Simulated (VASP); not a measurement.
Write the native input for VASP 6.6.1 that does the following.

* Task: single point
* Functional: PBE
* Potentials or basis: VASP PAW PBE potentials, release 64 (B, P)
* Cutoff: 500 eV
* k mesh: 8 × 8 × 8
* Occupations: fermi-dirac, width 0.1 eV
* Spin: no spin polarisation
* Dipole correction: no
* Further INCAR settings: ALGO = Normal; EDIFF = 1e-06; NBANDS = 11

The structure of BP lies in POSCAR:

```
BP
1.0
    0.0000000000      2.2690000000      2.2690000000
    2.2690000000      0.0000000000      2.2690000000
    2.2690000000      2.2690000000      0.0000000000
B P
1 1
Direct
    0.0000000000      0.0000000000      0.0000000000
    0.2500000000      0.2500000000      0.2500000000
```

One way to write it, as run:

INCAR

```
PREC     = Accurate       # precision mode
ENCUT    = 500            # plane-wave cutoff, eV
EDIFF    = 1E-6           # SCF threshold, eV
ISMEAR   = -1             # smearing method
SIGMA    = 0.1            # smearing width, eV
LREAL    = F              # projectors in reciprocal space
LASPH    = T              # aspherical terms in the spheres
NELM     = 120            # most SCF steps
ALGO     = Normal         # electronic algorithm
ISIF     = 2              # what is computed and relaxed
LWAVE    = F              # write WAVECAR
LCHARG   = T              # write CHGCAR
GGA      = PE             # functional
LELF     = T              # ELF
LVHAR    = T            
NBANDS   = 11             # bands
GGA_COMPAT= F
```

KPOINTS

```
regular mesh
0
Gamma
  8 8 8
```

Potentials or basis: VASP PAW PBE potentials, release 64 (B, P).

Launch:

```console
$ cat potpaw_PBE.64/B/POTCAR potpaw_PBE.64/P/POTCAR > POTCAR
$ mpirun -np 1 vasp_std > vasp.out
```

It gave:

| Item | Value |
| --- | --- |
| Pressure | 0.9 GPa |
| Band gap on the k mesh | 1.27 eV (least direct gap 3.40 eV) |

Wall time 7.1 s on 1 thread of Intel(R) Xeon(R) Platinum 8375C CPU @ 2.90GHz (Ice Lake) (shared host), peak memory 0.13 GiB.
